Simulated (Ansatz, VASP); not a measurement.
**One calculation of ZnS, two programs**

```
CELL_PARAMETERS angstrom
3.80874 0.00000 0.00000
-1.90437 3.29846 0.00000
0.00000 0.00000 12.46647
ATOMIC_POSITIONS crystal
Zn 0.00000 0.00000 0.00011
Zn 0.00000 0.00000 0.50011
Zn 0.33333 0.66667 0.25007
Zn 0.66667 0.33333 0.75007
S 0.02354 0.93569 0.18724
S 0.00000 0.00000 0.68724
S 0.33333 0.66667 0.43758
S 0.66667 0.33333 0.93758
```

Alike in both runs: task single point; functional r2SCAN; k mesh 6 × 6 × 2; occupations gaussian, width 0.05 eV; no spin polarisation.

|  | VASP | Ansatz |
| --- | --- | --- |
| version | VASP 6.6.1 | Ansatz 0.2.0 |
| potentials or method | VASP PAW PBE potentials, release 64 (Zn, S), cutoff 520 eV | scalar-relativistic, plane waves, PAW |
| valence electrons in the cell | 72 | 72 |

Ansatz gave:

* gap on the k mesh at the Fermi level (eV): 2.65
* least direct gap on the mesh (eV): 2.65
* pressure (GPa): 1.0
* traceless stress, the component that is largest in VASP (GPa): 1.71
* rms of the force components (eV/Å): 0.863

**Question.** Which values does VASP return?

**Answer.** gap on the k mesh at the Fermi level (eV): 2.66; least direct gap on the mesh (eV): 2.66; pressure (GPa): 1.1; traceless stress, the component that is largest in VASP (GPa): 1.74; rms of the force components (eV/Å): 0.876.

VASP's potentials were made for PBE, not for r2SCAN. Atom by atom the forces differ by 0.013 eV/Å (rms over components). The functional is the same, so the differences come from potentials, cutoffs and numerics.
